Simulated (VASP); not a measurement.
# TaAs (I4_1md) in VASP: single point with r2SCAN

Aim: the single point of TaAs with r2SCAN.

Everything below comes from runs of VASP 6.6.1. Logs are shortened: lines on timing, memory, paths and dates and some standing lists are left out, and cuts for length are marked.

## (1) The cell of the first run

Symmetry: I4_1md, No. 109, tetragonal system. The conventional cell has a = 3.443 Å, b = 3.443 Å, c = 11.712 Å, α = 90.00°, β = 90.00°, γ = 90.00°. Within 3.5 Å of Ta (site symmetry 2mm) lie 6 As at 2.61 to 2.62 Å and 8 Ta at 3.40 to 3.44 Å. Within 3.5 Å of As (site symmetry 2mm) lie 6 Ta at 2.61 to 2.62 Å and 8 As at 3.40 to 3.44 Å.

## (2) Single point, r2SCAN

Input file POSCAR:

```
TaAs
1.0
   -1.7213377280      1.7213377280      5.8558306468
    1.7213377280     -1.7213377280      5.8558306468
    1.7213377280      1.7213377280     -5.8558306468
Ta As
2 2
Direct
    0.5000232238      1.0000232238      0.5000000000
    0.7500232238      0.7500232238      0.0000000000
    0.0825761962      0.5825761962      0.5000000000
    0.3325761962      0.3325761962      0.0000000000
```

Input file INCAR.step1:

```
PREC = Accurate
ENCUT = 520
ISMEAR = -1
SIGMA = 0.15
LREAL = False
LASPH = True
NELM = 60
NBANDS = 24
GGA = PE
ALGO = Normal
EDIFF = 1E-4
LWAVE = True
LCHARG = False
```

Input file INCAR.step2:

```
PREC = Accurate
ENCUT = 520
EDIFF = 1E-6
ISMEAR = -1
SIGMA = 0.15
LREAL = False
LASPH = True
NELM = 60
ALGO = Normal
ISIF = 2
LWAVE = False
LCHARG = True
METAGGA = R2SCAN
LMIXTAU = True
LELF = True
LVHAR = True
NBANDS = 24
ISTART = 1
```

Input file KPOINTS:

```
Automatic mesh
0
Gamma
  18 18 18
```

Potentials or basis: VASP PAW PBE potentials, release 64 (Ta_pv, As).

On the command line:

```
$ cat potpaw_PBE.64/Ta_pv/POTCAR potpaw_PBE.64/As/POTCAR > POTCAR
$ cp INCAR.step1 INCAR
$ mpirun -np 1 vasp_std > vasp.out
$ cp INCAR.step2 INCAR
$ mpirun -np 1 vasp_std > vasp.out
```

OUTCAR:

```text
PREC = Accurate
   ENCUT = 520
   EDIFF = 1E-6
   ISMEAR = -1
   LREAL = False
   LASPH = True
   NELM = 60
   ISIF = 2
   METAGGA = R2SCAN
   ISTART = 1

 ion  position               nearest neighbor table
   1  0.500  0.000  0.500-   4 2.61   4 2.61   3 2.62   3 2.62   3 2.62   3 2.62   2 3.40   2 3.40
                             2 3.40   2 3.40
   2  0.750  0.750  0.000-   3 2.61   3 2.61   4 2.62   4 2.62   4 2.62   4 2.62   1 3.40   1 3.40
                             1 3.40   1 3.40
   3  0.083  0.583  0.500-   2 2.61   2 2.61   1 2.62   1 2.62   1 2.62   1 2.62
   4  0.333  0.333  0.000-   1 2.61   1 2.61   2 2.62   2 2.62   2 2.62   2 2.62

  LATTYP: Found a body centered tetragonal cell.
 ALAT       =     3.4426754560
 C/A-ratio  =     3.4019068725

  Lattice vectors:

 A1 = (  -1.7213377280,   1.7213377280,   5.8558306468)
 A2 = (   1.7213377280,  -1.7213377280,   5.8558306468)
 A3 = (   1.7213377280,   1.7213377280,  -5.8558306468)

Analysis of symmetry for initial positions (statically):
=====================================================================
 Subroutine PRICEL returns:
 Original cell was already a primitive cell.

 Routine SETGRP: Setting up the symmetry group for a
 body centered tetragonal supercell.

 Subroutine GETGRP returns: Found  8 space group operations
 (whereof  4 operations were pure point group operations)
 out of a pool of 16 trial point group operations.

The static configuration has the point symmetry C_2v.
 The point group associated with its full space group is C_4v.

Analysis of symmetry for dynamics (positions and initial velocities):
=====================================================================
 Subroutine PRICEL returns:
 Original cell was already a primitive cell.

 Routine SETGRP: Setting up the symmetry group for a
 body centered tetragonal supercell.

 Subroutine GETGRP returns: Found  8 space group operations
 (whereof  4 operations were pure point group operations)
 out of a pool of 16 trial point group operations.

The dynamic configuration has the point symmetry C_2v.
 The point group associated with its full space group is C_4v.

 Subroutine INISYM returns: Found  8 space group operations
 (whereof  4 operations are pure point group operations),
 and found     1 'primitive' translations

----------------------------------------------------------------------------------------

                                     Primitive cell

  volume of cell :      69.4034

  direct lattice vectors                    reciprocal lattice vectors
    -1.721337728  1.721337728  5.855830647     0.000000000  0.290471760  0.085384983
     1.721337728 -1.721337728  5.855830647     0.290471760  0.000000000  0.085384983
     1.721337728  1.721337728 -5.855830647     0.290471760  0.290471760  0.000000000

  length of vectors
     6.341668527  6.341668527  6.341668527     0.302761356  0.302761356  0.410789103

  position of ions in fractional coordinates (direct lattice)
     0.500023224  0.000023224  0.500000000
     0.750023224  0.750023224  0.000000000
     0.082576196  0.582576196  0.500000000
     0.332576196  0.332576196  0.000000000

  ion indices of the primitive-cell ions
   primitive index   ion index
                 1           1
                 2           2
                 3           3
                 4           4

----------------------------------------------------------------------------------------

 KPOINTS: Automatic mesh

Automatic generation of k-mesh.
 Grid dimensions read from file:
 generate k-points for:   18   18   18

 Generating k-lattice:

  Cartesian coordinates                     Fractional coordinates (reciprocal lattice)
     0.000000000  0.016137320  0.004743610     0.055555556 -0.000000000  0.000000000
     0.016137320  0.000000000  0.004743610    -0.000000000  0.055555556  0.000000000
     0.016137320  0.016137320  0.000000000     0.000000000  0.000000000  0.055555556

  Length of vectors
     0.016820075  0.016820075  0.022821617

  Shift w.r.t. Gamma in fractional coordinates (k-lattice)
     0.000000000  0.000000000  0.000000000

 Subroutine IBZKPT returns following result:
 ===========================================

 Found    480 irreducible k-points:

 Following reciprocal coordinates:
            Coordinates               Weight
  0.000000  0.000000  0.000000      1.000000
  0.055556  0.000000 -0.000000      8.000000
  0.111111  0.000000 -0.000000      8.000000
  0.166667  0.000000 -0.000000      8.000000
  0.222222  0.000000 -0.000000      8.000000
  0.277778  0.000000  0.000000      8.000000
[... 16 lines left out ...]
 -0.277778  0.055556 -0.000000     16.000000
 -0.222222  0.055556  0.000000     16.000000
 [... further k-points ...]
   k-points           NKPTS =    480   k-points in BZ     NKDIM =    480   number of bands    NBANDS=     24
   number of dos      NEDOS =    301   number of ions     NIONS =      4
   total plane-waves  NPLWV = 110592
   dimension x,y,z NGX =    48 NGY =   48 NGZ =   48
   dimension x,y,z NGXF=    96 NGYF=   96 NGZF=   96
   ions per type =               2   2
   NGX,Y,Z   is equivalent  to a cutoff of  12.58, 12.58, 12.58 a.u.
   NGXF,Y,Z  is equivalent  to a cutoff of  25.17, 25.17, 25.17 a.u.
 SYSTEM =  unknown system
   PREC   = accura    normal or accurate (medium, high low for compatibility)
   ISTART =      1    job   : 0-new  1-cont  2-samecut
   ICHARG =      0    charge: 1-file 2-atom 10-const
   ISPIN  =      1    spin polarized calculation?
   LNONCOLLINEAR =      F non collinear calculations
   LSORBIT =      F    spin-orbit coupling
   LASPH  =      T    aspherical Exc in radial PAW
   ENCUT  =  520.0 eV  38.22 Ry    6.18 a.u.  11.79 11.79 11.79*2*pi/ulx,y,z
   NELM   =     60;   NELMIN=  2; NELMDL=  0     # of ELM steps
   EDIFF  = 0.1E-05   stopping-criterion for ELM
   LREAL  =      F    real-space projection
   EDIFFG = 0.1E-04   stopping-criterion for IOM
   NSW    =      0    number of steps for IOM
   IBRION =     -1    ionic relax: 0-MD 1-quasi-New 2-CG
   NFREE  =      0    steps in history (QN), initial steepest desc. (CG)
   ISIF   =      2    stress and relaxation
   ISYM   =      2    0-nonsym 1-usesym 2-fastsym
   POTIM  = 0.5000    time-step for ionic-motion
   TEBEG  =    0.0;   TEEND  =   0.0 temperature during run
   PSTRESS=    0.0 pullay stress
   NELECT =      32.0000    total number of electrons
   NUPDOWN=      -1.0000    fix difference up-down
   EMIN   =  10.00;   EMAX   =-10.00  energy-range for DOS
   EFERMI =   0.00;   METHOD = LEGACY
   ISMEAR =    -1;   SIGMA  =   0.15  broadening in eV -4-tet -1-fermi 0-gaus
   EFERMI_NEDOS =   21; number of points for ismear=-14 and -15
   IALGO  =     38    algorithm
   IMIX   =      4    mixing-type and parameters
     AMIX     =   0.40;   BMIX     =  1.00
     AMIX_MAG =   1.60;   BMIX_MAG =  1.00
  volume/ion in A,a.u.               =      17.35       117.09
  Fermi-wavevector in a.u.,A,eV,Ry     =   1.264730  2.389994 21.763101  1.599543
  Thomas-Fermi vector in A             =   2.398020
   LORBIT       =      0    0 simple, 1 ext, 2 COOP (PROOUT), +10 PAW based schemes
   METAGGA = R2SCAN    functional components
   LHFCALC =     F    Hartree Fock is set to
   AEXX    =    0.0000 exact exchange contribution
   IVDW    =     0    specifies the selected vdW correction
   LEPSILON=     F    determine dielectric tensor
   LRPA    =     F    only Hartree local field effects (RPA)
 non-spin polarized calculation
  energy-cutoff  :      520.00
  volume of cell :       69.40
 maximum number of plane-waves:      1893
   NGX = 23   NGY = 23   NGZ = 23

 number of electron      32.0000003 magnetization

 Free energy of the ion-electron system (eV)
  ---------------------------------------------------
  ext. energy  EPLUGINS =         0.00000000
  ---------------------------------------------------
  free energy    TOTEN  =      -129.10569168 eV

  energy without entropy =     -129.05362341  energy(sigma->0) =     -129.07965754

 E-fermi :   6.9030     XC(G=0): -12.7440

 val. band max:        6.9003715239   @ k =  -0.1667   0.3889   0.1667
 cond. band min:       6.9257552033   @ k =  -0.1111  -0.4444   0.1111
 fundamental gap:      0.0253836794
 Fermi energy:         6.9030482113

 k-point     1 :       0.0000    0.0000    0.0000
  band No.  band energies     occupation
      1     -29.3535      2.00000
      2     -29.2981      2.00000
      3     -29.2981      2.00000
      4     -29.1485      2.00000
      5     -29.1485      2.00000
      6     -29.0965      2.00000
[... 16 lines left out ...]
     23      11.2263      0.00000
     24      11.2263      0.00000

 k-point     2 :       0.0556    0.0000   -0.0000
  band No.  band energies     occupation
      1     -29.3520      2.00000
      2     -29.3030      2.00000
      3     -29.2976      2.00000
      4     -29.1536      2.00000
      5     -29.1479      2.00000
      6     -29.0969      2.00000
[... 16 lines left out ...]
     23      10.9806      0.00000
     24      11.3841      0.00000

 k-point     3 :       0.1111    0.0000   -0.0000
  band No.  band energies     occupation
      1     -29.3490      2.00000
      2     -29.3155      2.00000
      3     -29.2962      2.00000
      4     -29.1681      2.00000
      5     -29.1462      2.00000
      6     -29.0985      2.00000
[... 16 lines left out ...]
     23      11.0726      0.00000
     24      11.7998      0.00000
[... 514 lines left out ...]
 k-point    23 :      -0.2778    0.0556   -0.0000
  band No.  band energies     occupation
      1     -29.4071      2.00000
      2     -29.3102      2.00000
      3     -29.2921      2.00000
      4     -29.2387      2.00000
      5     -29.1423      2.00000
      6     -29.1099      2.00000
[... 16 lines left out ...]
     23      11.9443      0.00000
     24      13.1186      0.00000

 k-point    24 :      -0.2222    0.0556    0.0000
  band No.  band energies     occupation
      1     -29.3781      2.00000
      2     -29.3195      2.00000
      3     -29.2954      2.00000
      4     -29.2142      2.00000
      5     -29.1456      2.00000
      6     -29.1038      2.00000
[... 16 lines left out ...]
     23      11.8328      0.00000
     24      12.6329      0.00000

 [... further k-points ...]

------------------------ aborting loop because EDIFF is reached ----------------------------------------

  FORCE on cell =-STRESS in cart. coord.  units (eV):
  Direction    XX          YY          ZZ          XY          YZ          ZX
  --------------------------------------------------------------------------------------
  -------------------------------------------------------------------------------------
  Total        0.2323549      0.2323549      0.1946407      0.0000000      0.0000000      0.0000000
  in kB        5.3639121      5.3639121      4.4932820      0.0000000      0.0000000      0.0000000
  external PRESSURE =       5.0737021 kB  Pullay stress =       0.0000000 kB

 VOLUME and BASIS-vectors are now :
 -----------------------------------------------------------------------------
  energy-cutoff  :      520.00
  volume of cell :       69.40
      direct lattice vectors                 reciprocal lattice vectors
    -1.721337728  1.721337728  5.855830647     0.000000000  0.290471760  0.085384983
     1.721337728 -1.721337728  5.855830647     0.290471760  0.000000000  0.085384983
     1.721337728  1.721337728 -5.855830647     0.290471760  0.290471760  0.000000000

 POSITION                                       TOTAL-FORCE (eV/Angst)
 -----------------------------------------------------------------------------------
      0.00000      1.72134      0.00027        -0.000000     -0.000000     -0.000708
      0.00000      0.00000      8.78402         0.000000      0.000000     -0.000708
      1.72134      0.00000      0.96710        -0.000000      0.000000      0.000708
      0.00000      0.00000      3.89502         0.000000     -0.000000      0.000708
 -----------------------------------------------------------------------------------
    total drift:                               -0.000001     -0.000001      0.000289

  FREE ENERGIE OF THE ION-ELECTRON SYSTEM (eV)
  ---------------------------------------------------
  free  energy   TOTEN  =      -129.1056916794 eV

  energy  without entropy=     -129.0536234063  energy(sigma->0) =     -129.07965754
```

Run time: 48 min. Hardware: 1 thread of Intel Xeon 6975P-C (Granite Rapids), shared host; peak memory 0.9 GiB.

What came out:

| Item | Value |
| --- | --- |
| Free energy | -129.1057 eV |
| Pressure | 0.5 GPa |
| Band gap on the k mesh | zero (bands 16 and 17 overlap by 0.05 eV) |

Caveat: the PAW data sets were made with another functional, which shifts forces and pressure a little; spin-orbit coupling is left out, which moves the levels of the heavy elements.

The gap in the log of VASP goes by the Fermi energy; the results here count the filled bands.